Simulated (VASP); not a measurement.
# F (C2/c) in VASP: further runs, part 2 of 2

VASP 6.6.1. The steps go on from the part before.

## (5) Single point, PBE+D3(BJ) (15.70 Å³/atom)

File INCAR:

```
SYSTEM = F
PREC     = Accurate       ! precision mode
ENCUT    = 520            ! plane-wave cutoff, eV
EDIFF    = 1E-6           ! SCF threshold, eV
ISMEAR   = 0              ! smearing method
SIGMA    = 0.05           ! smearing width, eV
LREAL    = .FALSE.        ! projectors in reciprocal space
LASPH    = .TRUE.         ! aspherical terms in the spheres
NELM     = 80             ! most SCF steps
ALGO     = Normal         ! electronic algorithm
ISIF     = 2              ! what is computed and relaxed
LWAVE    = .FALSE.        ! write WAVECAR
LCHARG   = .FALSE.        ! write CHGCAR
GGA      = PE             ! functional
IVDW     = 12             ! dispersion correction
NBANDS   = 22             ! bands
```

File KPOINTS:

```
Automatic mesh
0
G
  8 8 4
  0 0 0
```

File POSCAR:

```
F
1.0
    2.7675984296     -1.7242416175      0.2920727832
    2.7675984296      1.7242416175      0.2920727832
   -0.8071233782      0.0000000000      6.4944415114
F
4
Direct
    0.9138648456      0.5855481450      0.0939279973
    0.4144518550      0.0861351544      0.4060720027
    0.0861351544      0.4144518550      0.9060720027
    0.5855481450      0.9138648456      0.5939279973
```

Potentials or basis: VASP PAW PBE potentials, release 64 (F).

Command:

```bash
$ cat potpaw_PBE.64/F/POTCAR > POTCAR
$ mpirun -np 1 vasp_std > vasp.out
```

OUTCAR:

```text
SYSTEM = F
   PREC = Accurate
   ENCUT = 520
   EDIFF = 1E-6
   ISMEAR = 0
   LREAL = .FALSE.
   LASPH = .TRUE.
   NELM = 80
   ISIF = 2
   GGA = PE
   IVDW = 12
 IVDW          = 12

 ion  position               nearest neighbor table
   1  0.914  0.586  0.094-   3 1.36
   2  0.414  0.086  0.406-   4 1.36
   3  0.086  0.414  0.906-   1 1.36
   4  0.586  0.914  0.594-   2 1.36

  LATTYP: Found a base centered monoclinic cell.
 ALAT       =     5.5659348103
 B/A-ratio  =     0.6195694618
 C/A-ratio  =     1.1757959515
 COS(beta)  =    -0.0185003207

  Lattice vectors:

 A1 = (   2.7675984296,  -1.7242416175,   0.2920727832)
 A2 = (   2.7675984296,   1.7242416175,   0.2920727832)
 A3 = (  -0.8071233782,   0.0000000000,   6.4944415114)

Analysis of symmetry for initial positions (statically):
=====================================================================
 Subroutine PRICEL returns:
 Original cell was already a primitive cell.
[... 172 lines left out ...]
  free energy    TOTEN  =        -7.13987205 eV

  energy without entropy =       -7.13987205  energy(sigma->0) =       -7.13987205

 E-fermi :  -4.6051     XC(G=0):  -7.6611

 val. band max:       -4.9160945660   @ k =   0.0000   0.0000   0.0000
 cond. band min:      -1.3579180649   @ k =   0.0000   0.0000   0.0000
 fundamental gap:      3.5581765012
 Fermi energy:        -4.6050844028

 k-point     1 :       0.0000    0.0000    0.0000
  band No.  band energies     occupation
      1     -30.7289      2.00000
      2     -30.6075      2.00000
      3     -23.4776      2.00000
      4     -23.0815      2.00000
      5     -11.9140      2.00000
      6     -11.1070      2.00000
[... 589 lines left out ...]
     21      13.0169      0.00000
     22      13.6746      0.00000

 [... further k-points ...]

------------------------ aborting loop because EDIFF is reached ----------------------------------------

 Edisp (eV)   -0.11953

 E8    (eV) :    -0.0261

  FORCE on cell =-STRESS in cart. coord.  units (eV):
  Direction    XX          YY          ZZ          XY          YZ          ZX
  --------------------------------------------------------------------------------------
  -------------------------------------------------------------------------------------
  Total      -0.03938     1.35682     5.82177     0.00000     0.00000    -0.74989
  in kB      -1.00481    34.61783   148.53678     0.00000     0.00000   -19.13263
  external pressure =       60.72 kB  Pullay stress =        0.00 kB

 VOLUME and BASIS-vectors are now :
 -----------------------------------------------------------------------------
  energy-cutoff  :      520.00
  volume of cell :       62.80
      direct lattice vectors                 reciprocal lattice vectors
     2.767598430 -1.724241617  0.292072783     0.178323243 -0.289982561  0.022161853
     2.767598430  1.724241617  0.292072783     0.178323243  0.289982561  0.022161853
    -0.807123378  0.000000000  6.494441511    -0.016039367  0.000000000  0.151984470

 POSITION                                       TOTAL-FORCE (eV/Angst)
 -----------------------------------------------------------------------------------
      4.07396     -0.56610      1.04795        -0.291800      1.143445      2.317799
      1.05767     -0.56610      2.78342         0.291800      1.143445     -2.317799
      0.65411      0.56610      6.03064         0.291800     -1.143445     -2.317799
      3.67040      0.56610      4.29517        -0.291800     -1.143445      2.317799
 -----------------------------------------------------------------------------------
    total drift:                                0.000000     -0.000000      0.000000

  FREE ENERGIE OF THE ION-ELECTRON SYSTEM (eV)
  ---------------------------------------------------
  free  energy   TOTEN  =        -7.2593996890 eV

  energy  without entropy=       -7.2593996890  energy(sigma->0) =       -7.25939969
```

stdout:

```text
POSCAR found type information on POSCAR F
 POSCAR found :  1 types and       4 ions
 scaLAPACK will be used
 LDA part: xc-table for (Slater+PW92), standard interpolation
 POSCAR, INCAR and KPOINTS ok, starting setup
 FFT: planning ... GRIDC
 FFT: planning ... GRID_SOFT
 FFT: planning ... GRID
 WAVECAR not read
 entering main loop
```

Wall time 25 s (1 thread of Intel Xeon 6975P-C (Granite Rapids), shared host); peak memory 0.21 GiB.

Results:

```
Free energy                : -7.2594 eV
Pressure                   : 6.1 GPa
Largest force              : 2.601 eV/Å
Band gap on the k mesh     : 3.56 eV
Dispersion energy per atom : -0.030 eV
```

Forces in eV/Å, atoms in the order of the input:
```
F   -0.292  1.143  2.318
F    0.292  1.143 -2.318
F    0.292 -1.143 -2.318
F   -0.292 -1.143  2.318
```

Levels at points of the mesh, in eV from the valence-band top:
```csv
k point,band 11,band 12,band 13,band 14,band 15,band 16,band 17,band 18
"(0.00, 0.00, 0.00)",-0.41,-0.08,-0.08,0.00,3.56,4.47,9.02,11.63
"(0.50, 0.00, 0.00)",-0.34,-0.32,-0.11,-0.10,4.11,4.12,13.28,13.29
"(0.50, 0.50, 0.00)",-0.63,-0.50,-0.09,-0.07,3.81,4.41,13.14,14.42
"(0.00, 0.00, 0.50)",-0.27,-0.27,-0.04,-0.04,3.97,3.97,9.99,9.99
"(0.50, 0.00, 0.50)",-0.30,-0.27,-0.07,-0.06,4.08,4.08,13.75,13.78
"(0.50, 0.50, 0.50)",-0.34,-0.34,-0.31,-0.31,4.10,4.10,13.73,13.73
```

Caveat: the cell stands under pressure; forces of over 1 eV/Å act on the atoms, so gaps and moduli don't describe the material at rest. A k mesh can miss the band edges.

## (6) The runs side by side

```csv
cell,gap on the mesh (eV),pressure (GPa),largest force (eV/Å)
"a = 3.300, b = 3.300, c = 6.501 Å, angles 90.9, 90.9, 62.5°, 4 atoms",3.68,7.2,3.06
"a = 3.249, b = 3.249, c = 6.588 Å, angles 90.9, 90.9, 64.6°, 4 atoms",3.44,5.0,2.16
"a = 3.354, b = 3.354, c = 6.415 Å, angles 91.0, 91.0, 60.5°, 4 atoms",3.94,9.5,4.05
"a = 3.274, b = 3.274, c = 6.544 Å, angles 90.9, 90.9, 63.6°, 4 atoms",3.56,6.1,2.60
```

Alike in all rows: task single point; level PBE+D3(BJ); potentials or basis VASP PAW PBE potentials, release 64 (F); no spin polarisation; k mesh 8 × 8 × 4; cutoff (eV) 520; smearing gaussian 0.05 eV.

Caveats: the cell stands under pressure; forces of over 1 eV/Å act on the atoms, so gaps and moduli don't describe the material at rest.

Total energies depend on the potentials used, so only differences within one code and one set of settings carry meaning.
